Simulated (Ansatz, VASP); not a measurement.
**Two plane-wave programs on Ti6C4OF3**

```xyz
28
Lattice="6.1204 0.0003 0.0000 -3.0600 5.3006 0.0000 0.0000 0.0000 38.0000" Properties=species:S:1:pos:R:3 pbc="T T T"
Ti   -0.0086    0.0050   12.5263
Ti    1.4634    0.8449   14.9705
Ti    0.0668    1.8055   10.1295
Ti   -1.5372    2.6378   12.5500
Ti   -0.0007    3.5343   14.9280
Ti   -1.5290    4.4167   10.1720
Ti    3.0674    0.0126   12.5500
Ti    4.6522    0.8480   14.9674
Ti    2.9985    1.8028   10.1326
Ti    1.5388    2.6455   12.5737
Ti    3.0605    3.6110   14.9705
Ti    1.5302    4.3403   10.1295
C    -0.0035    1.7686   13.8270
C     1.5337    0.8818   11.2730
C    -1.5281    4.4162   13.8255
C    -0.0016    3.5349   11.2745
C     3.0650    1.7643   13.8605
C     4.5856    0.8864   11.2395
C     1.5271    4.4196   13.8270
C     3.0636    3.5317   11.2730
O     0.0072   -0.0041   16.0183
O     1.5230    2.6546    9.0817
F     0.0278   -0.0160    8.9347
F    -1.4986    2.6698   16.1683
F    -1.5287    2.6872    8.9317
F     3.0590   -0.0368   16.1683
F     3.0289   -0.0194    8.9317
F     1.5025    2.6665   16.1653
```

Alike in both runs: functional PBE; k mesh 5 × 5 × 1; occupations gaussian, width 0.05 eV; no spin polarisation.

Ansatz relaxed the structure, and its values are those at the end. VASP's run is a single point on that final structure, the one shown.

|  | VASP | Ansatz |
| --- | --- | --- |
| version | VASP 6.6.1 | Ansatz 0.2.0 |
| potentials or method | VASP PAW PBE potentials, release 64 (Ti_sv, C, O, F) | scalar-relativistic, plane waves, PAW |
| plane-wave cutoff (eV) | 520 | 420 |
| valence electrons in the cell | 230 | 230 |

```csv
,VASP,Ansatz,Ansatz less VASP
gap on the k mesh at the Fermi level (eV),none,none,-
rms of the force components (eV/Å),0.014,0.004,-0.0104
```

A gap of «none» marks a metal or a gap that the smearing closes. Ansatz's warnings: slab cell height set, xc potential rough in thin density.
